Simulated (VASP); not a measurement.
Write the native input for VASP 6.6.1 that does the following.

```yaml
Task: single point
Functional: PBE
Potentials_or_basis: VASP PAW PBE potentials, release 64 (Al, P)
Cutoff: 520 eV
k_mesh: 4 × 4 × 4
Occupations: gaussian, width 0.1 eV
Spin: no spin polarisation
Dipole_correction: no
Further_INCAR_settings: ALGO = Normal; EDIFF = 1e-07; NBANDS = 18
```

The structure of Al2P3 lies in POSCAR:

```
Al2P3
1.0
    4.6390668289      0.0000000000      0.0000000000
    0.0000000000      4.6390668289      0.0000000000
    0.0000000000      0.0000000000      4.7726316958
Al P
2 3
Direct
    0.5000000000      0.0000000000      0.0000000000
    0.0000000000      0.5000000000      0.0000000000
    0.5000000000      0.0000000000      0.5000000000
    0.0000000000      0.5000000000      0.5000000000
    0.0000000000      0.0000000000      0.0000000000
```

These files were run (other wordings do the same):

INCAR

```
SYSTEM = Al2P3
PREC = Accurate
ENCUT = 520
EDIFF = 1E-7
ISMEAR = 0
SIGMA = 0.1
LREAL = .FALSE.
LASPH = .TRUE.
NELM = 60
ALGO = Normal
ISIF = 2
LWAVE = .FALSE.
LCHARG = .FALSE.
GGA = PE
NBANDS = 18
```

KPOINTS

```
regular mesh
0
G
  4 4 4
  0 0 0
```

Potentials or basis: VASP PAW PBE potentials, release 64 (Al, P).

Run with:

```console
$ cat potpaw_PBE.64/Al/POTCAR potpaw_PBE.64/P/POTCAR > POTCAR
$ mpirun -np 1 vasp_std > vasp.out
```

Results of the run:

```
Pressure : 0.1 GPa
```

It took 12 s on 1 thread of Intel(R) Xeon(R) 6975P-C (Granite Rapids), with other jobs on the host, peak memory 0.2 GiB.
